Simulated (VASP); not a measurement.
# Ca2Ge2N (P4/mmm) in VASP: further runs, part 2 of 2

VASP 6.6.1. Earlier steps stand in the parts before.

### 4 Relaxation of cell and atoms, PBE

INCAR

```
SYSTEM = Ca2Ge2N
PREC = Accurate
ENCUT = 600
EDIFF = 1E-6
ISMEAR = 0
SIGMA = 0.1
LREAL = .False.
LASPH = .True.
NELM = 80
ALGO = Normal
ISIF = 3
LWAVE = .False.
LCHARG = .False.
GGA = PE
IBRION = 2
NSW = 90
EDIFFG = -0.04
```

KPOINTS

```
Automatic mesh
0
Gamma
  4 4 4
  0 0 0
```

POSCAR

```
Ca2Ge2N
1.0
    3.9541064000      0.0000000000      0.0000000000
    0.0000000000      3.9541064000      0.0000000000
    0.0000000000      0.0000000000      6.6076472600
Ca Ge N
2 2 1
Direct
    0.0000000000      0.5000000000      0.5000000000
    0.5000000000      0.0000000000      0.5000000000
    0.5000000000      0.5000000000      0.2588269100
    0.5000000000      0.5000000000      0.7411730900
    0.0000000000      0.0000000000      0.0000000000
```

Potentials or basis: VASP PAW PBE potentials, release 64 (Ca_sv, Ge_d, N).

On the command line:

```bash
$ cat potpaw_PBE.64/Ca_sv/POTCAR potpaw_PBE.64/Ge_d/POTCAR potpaw_PBE.64/N/POTCAR > POTCAR
$ mpirun -np 1 vasp_std > vasp.out
```

OUTCAR:

```text
SYSTEM = Ca2Ge2N
   PREC = Accurate
   ENCUT = 600
   EDIFF = 1E-6
   ISMEAR = 0
   LREAL = .False.
   LASPH = .True.
   NELM = 80
   ISIF = 3
   GGA = PE
   IBRION = 2
   NSW = 90
   EDIFFG = -0.04

 ion  position               nearest neighbor table
   1  0.000  0.500  0.500-   3 2.54   4 2.54   3 2.54   4 2.54   2 2.80   2 2.80   2 2.80   2 2.80

   2  0.500  0.000  0.500-   3 2.54   4 2.54   3 2.54   4 2.54   1 2.80   1 2.80   1 2.80   1 2.80

   3  0.500  0.500  0.259-   1 2.54   2 2.54   2 2.54   1 2.54
   4  0.500  0.500  0.741-   1 2.54   2 2.54   2 2.54   1 2.54
   5  0.000  0.000  0.000-

  LATTYP: Found a simple tetragonal cell.
 ALAT       =     3.9541064000
 C/A-ratio  =     1.6710848398

  Lattice vectors:

 A1 = (   3.9541064000,   0.0000000000,   0.0000000000)
[... 306 lines left out ...]
      5     -21.2113      2.00000
      6     -21.0498      2.00000
[... 601 lines left out ...]
     30       5.8453      0.00000
     31       7.7876      0.00000

[... ionic steps 4 to 21 ...]

--------------------------------------- Ionic step       22  -------------------------------------------

 number of electron      52.9999902 magnetization

------------------------ aborting loop because EDIFF is reached ----------------------------------------
[... 73 lines left out ...]
--------------------------------------- Ionic step       24  -------------------------------------------

 number of electron      52.9999899 magnetization

 Free energy of the ion-electron system (eV)
  ---------------------------------------------------
  ext. energy  EPLUGINS =         0.00000000
  ---------------------------------------------------
  free energy    TOTEN  =       -17.13629241 eV

  energy without entropy =      -17.10098915  energy(sigma->0) =      -17.11864078

 E-fermi :   1.9554     XC(G=0):  -8.5673

 val. band max:        1.9408309991   @ k =   0.5000   0.2500   0.2500
 cond. band min:       1.9976872637   @ k =   0.0000   0.0000   0.0000
 fundamental gap:      0.0568562646
 Fermi energy:         1.9554138815

 k-point     1 :       0.0000    0.0000    0.0000
  band No.  band energies     occupation
      1     -39.1333      2.00000
      2     -39.1180      2.00000
      3     -22.2075      2.00000
      4     -22.0068      2.00000
      5     -22.0068      2.00000
      6     -21.9046      2.00000
[... 633 lines left out ...]
  FREE ENERGIE OF THE ION-ELECTRON SYSTEM (eV)
  ---------------------------------------------------
  free  energy   TOTEN  =       -17.1362924087 eV

  energy  without entropy=      -17.1009891550  energy(sigma->0) =      -17.11864078

 reached required accuracy - stopping structural energy minimisation
```

CONTCAR:

```text
Ca2Ge2N
   1.00000000000000
     5.3505886987179121    0.0000000000000000    0.0000000000000000
     0.0000000000000000    5.3505886987179121    0.0000000000000000
     0.0000000000000000   -0.0000000000000000    4.7955704259177629
  Ca              Ge              N
     2     2     1
Direct
     0.0000000000000000    0.5000000000000000    0.5000000000000000
     0.5000000000000000    0.0000000000000000    0.5000000000000000
     0.5000000000000000    0.5000000000000000    0.2461928222039625
     0.5000000000000000    0.5000000000000000    0.7538071777960371
     0.0000000000000000    0.0000000000000000    0.0000000000000000

  0.00000000E+00  0.00000000E+00  0.00000000E+00
  0.00000000E+00  0.00000000E+00  0.00000000E+00
  0.00000000E+00  0.00000000E+00  0.00000000E+00
  0.00000000E+00  0.00000000E+00  0.00000000E+00
  0.00000000E+00  0.00000000E+00  0.00000000E+00
```

Wall time 8.4 min (1 thread of Intel Xeon 6975P-C (Granite Rapids), shared host); peak memory 0.27 GiB.

What came out:

* Free energy: -17.1363 eV
* Relaxed volume: 27.46 Å³/atom
* Relaxed cell: a = 5.351 Å, b = 5.351 Å, c = 4.796 Å, α = 90.00°, β = 90.00°, γ = 90.00°
* Space group after relaxing (to 0.05 Å): P4/mmm (No. 123)
* Energy gained by relaxing: 1512.8 meV/atom
* Ionic steps: 24
* Pressure after relaxing: 0.0 GPa
* Largest force after relaxing: 0.006 eV/Å

Forces on the atoms (eV/Å):
```
Ca   0.000  0.000  0.000
Ca   0.000  0.000  0.000
Ge   0.000  0.000  0.006
Ge   0.000  0.000 -0.006
N    0.000  0.000  0.000
```

The path:
| step | energy change (eV) | largest force (eV/Å) | pressure (GPa) | volume (Å³) |
| --- | --- | --- | --- | --- |
| 1 | 0.0000 | 5.8807 | 21.36 | 103.31 |
| 2 | -4.3053 | 1.9484 | -2.72 | 149.72 |
| 3 | -4.3687 | 1.7984 | -3.59 | 154.82 |
| 4 | -4.3896 | 1.5095 | -4.87 | 165.34 |
| 5 | -4.3968 | 1.6480 | -4.32 | 160.27 |
| 6 | -5.8740 | 0.5940 | -3.62 | 149.24 |
| 7 | -6.1138 | 1.8967 | -1.60 | 144.11 |
| 8 | -6.1143 | 1.2380 | -2.13 | 145.09 |
| 9 | -6.1172 | 1.4436 | -1.95 | 144.77 |
| 10 | -6.3943 | 0.7556 | 0.11 | 135.54 |
| 11 | -6.4674 | 0.5848 | 1.73 | 129.60 |
| 12 | -6.5403 | 0.9516 | 6.28 | 117.97 |
| 13 | -6.6898 | 0.7490 | 6.64 | 117.49 |
| 14 | -6.9792 | 0.1077 | 8.23 | 115.75 |
| 15 | -6.9850 | 0.6148 | 8.88 | 114.95 |
| 16 | -7.2573 | 0.4741 | 6.22 | 120.25 |
| 17 | -7.5127 | 0.6579 | 1.02 | 133.49 |
| 18 | -7.5374 | 0.2322 | 0.77 | 134.18 |
| 19 | -7.5515 | 0.4123 | 0.44 | 135.49 |
| 20 | -7.5619 | 0.1985 | 0.16 | 136.67 |
| 21 | -7.5635 | 0.0870 | 0.00 | 137.36 |
| 22 | -7.5635 | 0.0929 | 0.05 | 137.32 |
| 23 | -7.5639 | 0.0502 | 0.03 | 137.31 |
| 24 | -7.5640 | 0.0062 | 0.03 | 137.29 |

Final structure:
```
CELL_PARAMETERS angstrom
5.35059 0.00000 0.00000
0.00000 5.35059 0.00000
0.00000 0.00000 4.79557
ATOMIC_POSITIONS crystal
Ca 0.00000 0.50000 0.50000
Ca 0.50000 0.00000 0.50000
Ge 0.50000 0.50000 0.24619
Ge 0.50000 0.50000 0.75381
N 0.00000 0.00000 0.00000
```

Caveat: the k points lie up to 0.33 Å⁻¹ apart in the final cell; the volume moved by over 15 % at a fixed basis, so the end points are rough.

### 5 Single point, PBE

This run uses another cell than the first one, of 27.97 Å³/atom, 1.354 times its volume.

INCAR

```
PREC = Accurate ; ENCUT = 520
EDIFF = 1E-6 ; ISMEAR = 0
SIGMA = 0.1 ; LREAL = False
LASPH = True ; NELM = 80
ALGO = Normal ; ISIF = 2
LWAVE = False ; LCHARG = True
GGA = PE ; LELF = True
LVHAR = True ; NBANDS = 34
```

KPOINTS

```
Automatic mesh
0
Gamma
  8 8 8
```

POSCAR

```
Ca2Ge2N
1.0
    5.4476976852      0.0000000000      0.0000000000
    0.0000000000      5.4476976852      0.0000000000
    0.0000000000      0.0000000000      4.7125031644
Ca Ge N
2 2 1
Direct
    0.0000000000      0.5000000000      0.5000000000
    0.5000000000      0.0000000000      0.5000000000
    0.5000000000      0.5000000000      0.2492588415
    0.5000000000      0.5000000000      0.7507411585
    0.0000000000      0.0000000000      0.0000000000
```

Potentials or basis: VASP PAW PBE potentials, release 64 (Ca_sv, Ge_d, N).

On the command line:

```bash
$ cat potpaw_PBE.64/Ca_sv/POTCAR potpaw_PBE.64/Ge_d/POTCAR potpaw_PBE.64/N/POTCAR > POTCAR
$ mpirun -np 1 vasp_std > vasp.out
```

OUTCAR:

```text
PREC = Accurate
   ENCUT = 520
   EDIFF = 1E-6
   ISMEAR = 0
   LREAL = False
   LASPH = True
   NELM = 80
   ISIF = 2
   GGA = PE

 ion  position               nearest neighbor table
   1  0.000  0.500  0.500-   3 2.97   4 2.97   3 2.97   4 2.97
   2  0.500  0.000  0.500-   3 2.97   4 2.97   3 2.97   4 2.97
   3  0.500  0.500  0.249-   4 2.35   4 2.36   2 2.97   1 2.97   2 2.97   1 2.97
   4  0.500  0.500  0.751-   3 2.35   3 2.36   1 2.97   2 2.97   2 2.97   1 2.97
   5  0.000  0.000  0.000-

  LATTYP: Found a simple tetragonal cell.
 ALAT       =     5.4476976852
 C/A-ratio  =     0.8650449119

  Lattice vectors:

 A1 = (   5.4476976852,   0.0000000000,   0.0000000000)
 A2 = (   0.0000000000,   5.4476976852,   0.0000000000)
 A3 = (   0.0000000000,   0.0000000000,   4.7125031644)

Analysis of symmetry for initial positions (statically):
=====================================================================
 Subroutine PRICEL returns:
 Original cell was already a primitive cell.

 Routine SETGRP: Setting up the symmetry group for a
 simple tetragonal supercell.

 Subroutine GETGRP returns: Found 16 space group operations
 (whereof 16 operations were pure point group operations)
 out of a pool of 16 trial point group operations.

The static configuration has the point symmetry D_4h.

Analysis of symmetry for dynamics (positions and initial velocities):
=====================================================================
 Subroutine PRICEL returns:
 Original cell was already a primitive cell.

 Routine SETGRP: Setting up the symmetry group for a
 simple tetragonal supercell.

 Subroutine GETGRP returns: Found 16 space group operations
 (whereof 16 operations were pure point group operations)
 out of a pool of 16 trial point group operations.

The dynamic configuration has the point symmetry D_4h.

 Subroutine INISYM returns: Found 16 space group operations
 (whereof 16 operations are pure point group operations),
 and found     1 'primitive' translations

----------------------------------------------------------------------------------------

                                     Primitive cell

  volume of cell :     139.8549

  direct lattice vectors                    reciprocal lattice vectors
     5.447697685  0.000000000  0.000000000     0.183563784  0.000000000  0.000000000
     0.000000000  5.447697685  0.000000000     0.000000000  0.183563784  0.000000000
     0.000000000  0.000000000  4.712503164     0.000000000  0.000000000  0.212201449

  length of vectors
     5.447697685  5.447697685  4.712503164     0.183563784  0.183563784  0.212201449

  position of ions in fractional coordinates (direct lattice)
     0.000000000  0.500000000  0.500000000
     0.500000000  0.000000000  0.500000000
     0.500000000  0.500000000  0.249258842
     0.500000000  0.500000000  0.750741158
     0.000000000  0.000000000  0.000000000

  ion indices of the primitive-cell ions
   primitive index   ion index
                 1           1
                 2           2
                 3           3
                 4           4
                 5           5

----------------------------------------------------------------------------------------
[... 27 lines left out ...]
  0.000000  0.000000  0.000000      1.000000
  0.125000  0.000000  0.000000      4.000000
  0.250000  0.000000  0.000000      4.000000
  0.375000  0.000000  0.000000      4.000000
  0.500000  0.000000  0.000000      2.000000
  0.125000  0.125000  0.000000      4.000000
[... 16 lines left out ...]
  0.375000  0.125000  0.125000     16.000000
  0.500000  0.125000  0.125000      8.000000
 [... further k-points ...]
   k-points           NKPTS =     75   k-points in BZ     NKDIM =     75   number of bands    NBANDS=     34
   number of dos      NEDOS =    301   number of ions     NIONS =      5
   total plane-waves  NPLWV =  63504
   dimension x,y,z NGX =    42 NGY =   42 NGZ =   36
   dimension x,y,z NGXF=    84 NGYF=   84 NGZF=   72
   ions per type =               2   2   1
   NGX,Y,Z   is equivalent  to a cutoff of  12.82, 12.82, 12.70 a.u.
   NGXF,Y,Z  is equivalent  to a cutoff of  25.63, 25.63, 25.40 a.u.
 SYSTEM =  unknown system
   PREC   = accura    normal or accurate (medium, high low for compatibility)
   ISTART =      0    job   : 0-new  1-cont  2-samecut
   ICHARG =      2    charge: 1-file 2-atom 10-const
   ISPIN  =      1    spin polarized calculation?
   LNONCOLLINEAR =      F non collinear calculations
   LSORBIT =      F    spin-orbit coupling
   LASPH  =      T    aspherical Exc in radial PAW
   ENCUT  =  520.0 eV  38.22 Ry    6.18 a.u.  10.13 10.13  8.76*2*pi/ulx,y,z
   NELM   =     80;   NELMIN=  2; NELMDL= -5     # of ELM steps
   EDIFF  = 0.1E-05   stopping-criterion for ELM
   LREAL  =      F    real-space projection
   EDIFFG = 0.1E-04   stopping-criterion for IOM
   NSW    =      0    number of steps for IOM
   IBRION =     -1    ionic relax: 0-MD 1-quasi-New 2-CG
   NFREE  =      0    steps in history (QN), initial steepest desc. (CG)
   ISIF   =      2    stress and relaxation
   ISYM   =      2    0-nonsym 1-usesym 2-fastsym
   POTIM  = 0.5000    time-step for ionic-motion
   TEBEG  =    0.0;   TEEND  =   0.0 temperature during run
   PSTRESS=    0.0 pullay stress
   NELECT =      53.0000    total number of electrons
   NUPDOWN=      -1.0000    fix difference up-down
   EMIN   =  10.00;   EMAX   =-10.00  energy-range for DOS
   EFERMI =   0.00;   METHOD = LEGACY
   ISMEAR =     0;   SIGMA  =   0.10  broadening in eV -4-tet -1-fermi 0-gaus
   EFERMI_NEDOS =   21; number of points for ismear=-14 and -15
   IALGO  =     38    algorithm
   IMIX   =      4    mixing-type and parameters
     AMIX     =   0.40;   BMIX     =  1.00
     AMIX_MAG =   1.60;   BMIX_MAG =  1.00
  volume/ion in A,a.u.               =      27.97       188.76
  Fermi-wavevector in a.u.,A,eV,Ry     =   1.184698  2.238754 19.095897  1.403509
  Thomas-Fermi vector in A             =   2.320907
   LORBIT       =      0    0 simple, 1 ext, 2 COOP (PROOUT), +10 PAW based schemes
   GGA     = PE    functional components
   LHFCALC =     F    Hartree Fock is set to
   AEXX    =    0.0000 exact exchange contribution
   IVDW    =     0    specifies the selected vdW correction
   LEPSILON=     F    determine dielectric tensor
   LRPA    =     F    only Hartree local field effects (RPA)
 non-spin polarized calculation
 Gauss-broadening in eV      SIGMA  =   0.10
  energy-cutoff  :      520.00
  volume of cell :      139.85
 maximum number of plane-waves:      3821
 NGX is ok and might be reduce to    42
   NGX = 21   NGY = 21   NGZ = 17

 number of electron      53.0000052 magnetization

 Free energy of the ion-electron system (eV)
  ---------------------------------------------------
  ext. energy  EPLUGINS =         0.00000000
  ---------------------------------------------------
  free energy    TOTEN  =       -17.44539615 eV

  energy without entropy =      -17.41115394  energy(sigma->0) =      -17.42827505

 E-fermi :   1.9539     XC(G=0):  -8.4926

 val. band max:        1.9443673754   @ k =   0.1250   0.0000   0.2500
 cond. band min:       1.9570404739   @ k =   0.5000   0.1250   0.5000
 fundamental gap:      0.0126730985
 Fermi energy:         1.9538989837

 k-point     1 :       0.0000    0.0000    0.0000
  band No.  band energies     occupation
      1     -39.3067      2.00000
      2     -39.2947      2.00000
      3     -22.4961      2.00000
      4     -22.2534      2.00000
      5     -22.2534      2.00000
      6     -22.1164      2.00000
[... 877 lines left out ...]
     33       5.0738      0.00000
     34       5.5636      0.00000

 [... further k-points ...]

------------------------ aborting loop because EDIFF is reached ----------------------------------------

  FORCE on cell =-STRESS in cart. coord.  units (eV):
  Direction    XX          YY          ZZ          XY          YZ          ZX
  --------------------------------------------------------------------------------------
  -------------------------------------------------------------------------------------
  Total        0.0674147      0.0674147     -0.0237034      0.0000000      0.0000000      0.0000000
  in kB        0.7723031      0.7723031     -0.2715465      0.0000000      0.0000000      0.0000000
  external PRESSURE =       0.4243532 kB  Pullay stress =       0.0000000 kB

 VOLUME and BASIS-vectors are now :
 -----------------------------------------------------------------------------
  energy-cutoff  :      520.00
  volume of cell :      139.85
      direct lattice vectors                 reciprocal lattice vectors
     5.447697685  0.000000000  0.000000000     0.183563784  0.000000000  0.000000000
     0.000000000  5.447697685  0.000000000     0.000000000  0.183563784  0.000000000
     0.000000000  0.000000000  4.712503164     0.000000000  0.000000000  0.212201449

 POSITION                                       TOTAL-FORCE (eV/Angst)
 -----------------------------------------------------------------------------------
      0.00000      2.72385      2.35625         0.000000      0.000000      0.000000
      2.72385      0.00000      2.35625         0.000000      0.000000      0.000000
      2.72385      2.72385      1.17463         0.000000      0.000000     -0.014093
      2.72385      2.72385      3.53787         0.000000      0.000000      0.014093
      0.00000      0.00000      0.00000         0.000000      0.000000      0.000000
 -----------------------------------------------------------------------------------
    total drift:                                0.000000     -0.000000     -0.000000

  FREE ENERGIE OF THE ION-ELECTRON SYSTEM (eV)
  ---------------------------------------------------
  free  energy   TOTEN  =       -17.4453961509 eV

  energy  without entropy=      -17.4111539447  energy(sigma->0) =      -17.42827505
```

OSZICAR:

```text
N       E                     dE             d eps       ncg     rms          rms(c)
DAV:   1     0.548449156217E+03    0.54845E+03   -0.25863E+04  5896   0.274E+03
DAV:   2     0.698347524865E+02   -0.47861E+03   -0.46842E+03  5140   0.772E+02
DAV:   3    -0.105197567941E+02   -0.80355E+02   -0.78776E+02  6432   0.192E+02
DAV:   4    -0.191370086934E+02   -0.86173E+01   -0.85667E+01  8310   0.607E+01
DAV:   5    -0.194494816812E+02   -0.31247E+00   -0.31194E+00  7320   0.106E+01    0.113E+01
DAV:   6    -0.263041458000E+02   -0.68547E+01   -0.10935E+02  8084   0.157E+01    0.189E+01
DAV:   7    -0.174977343363E+02    0.88064E+01   -0.27165E+01  6536   0.838E+00    0.493E+00
DAV:   8    -0.175605141958E+02   -0.62780E-01   -0.38410E+00  6880   0.465E+00    0.353E+00
DAV:   9    -0.175320596148E+02    0.28455E-01   -0.27054E+00  6958   0.298E+00    0.252E+00
DAV:  10    -0.174423857147E+02    0.89674E-01   -0.43834E-01  7454   0.123E+00    0.289E-01
DAV:  11    -0.174445693096E+02   -0.21836E-02   -0.17716E-02  7808   0.566E-01    0.176E-01
DAV:  12    -0.174454969928E+02   -0.92768E-03   -0.33740E-03  7622   0.193E-01    0.141E-01
DAV:  13    -0.174453831319E+02    0.11386E-03   -0.10906E-03  6704   0.167E-01    0.221E-02
DAV:  14    -0.174453948183E+02   -0.11686E-04   -0.10668E-04  7144   0.450E-02    0.131E-02
DAV:  15    -0.174454015124E+02   -0.66940E-05   -0.63339E-05  5720   0.265E-02    0.210E-02
DAV:  16    -0.174453964173E+02    0.50951E-05   -0.43462E-05  5190   0.177E-02    0.627E-03
DAV:  17    -0.174453961509E+02    0.26642E-06   -0.21721E-06  4200   0.503E-03
   1 F= -.17445396E+02 E0= -.17428275E+02  d E =-.342422E-01
```

stdout:

```text
POSCAR found type information on POSCAR CaGeN
 POSCAR found :  3 types and       5 ions
 scaLAPACK will be used
 LDA part: xc-table for (Slater+PW92), standard interpolation
 POSCAR, INCAR and KPOINTS ok, starting setup
 FFT: planning ... GRIDC
 FFT: planning ... GRID_SOFT
 FFT: planning ... GRID
 WAVECAR not read
 entering main loop
```

It took 2.9 min on 1 thread of Intel Xeon 6975P-C (Granite Rapids), shared host; peak memory 0.47 GiB.

Results:

```yaml
Free_energy: -17.4454 eV
Pressure: 0.0 GPa
Largest_force: 0.014 eV/Å
```

Forces on the atoms (eV/Å):
```
Ca   0.000  0.000  0.000
Ca   0.000  0.000  0.000
Ge   0.000  0.000 -0.014
Ge   0.000  0.000  0.014
N    0.000  0.000  0.000
```

Stress tensor (GPa, compression positive):
```
 0.08  0.00  0.00
 0.00  0.08  0.00
 0.00  0.00 -0.03
```

### 6 Summary

| task | cell | k mesh | cutoff (eV) | gap on the mesh (eV) | pressure (GPa) | largest force (eV/Å) |
| --- | --- | --- | --- | --- | --- | --- |
| single point | a = 3.954, b = 3.954, c = 6.608 Å, 5 atoms | 4 × 4 × 4 | 520 | none | 21.3 | 5.88 |
| single point | a = 5.406, b = 5.406, c = 4.786 Å, 5 atoms | 4 × 4 × 4 | 520 | none | 0.1 | - |
| relaxation of cell and atoms | relaxed from a = 3.954, b = 3.954, c = 6.608 Å, 5 atoms | 4 × 4 × 4 | 600 | none | 0.0 | 0.01 |
| single point | a = 5.448, b = 5.448, c = 4.713 Å, 5 atoms | 8 × 8 × 8 | 520 | none | 0.0 | 0.01 |

Alike in all rows: level PBE; potentials or basis VASP PAW PBE potentials, release 64 (Ca_sv, Ge_d, N); no spin polarisation; smearing gaussian 0.1 eV.

Caveats: some runs use coarse meshes; forces of over 1 eV/Å act on the atoms, so gaps and moduli don't describe the material at rest (some runs); the volume moved by over 15 % at a fixed basis, so the end points are rough (some runs).

Total energies depend on the potentials used, so only differences within one code and one set of settings carry meaning.
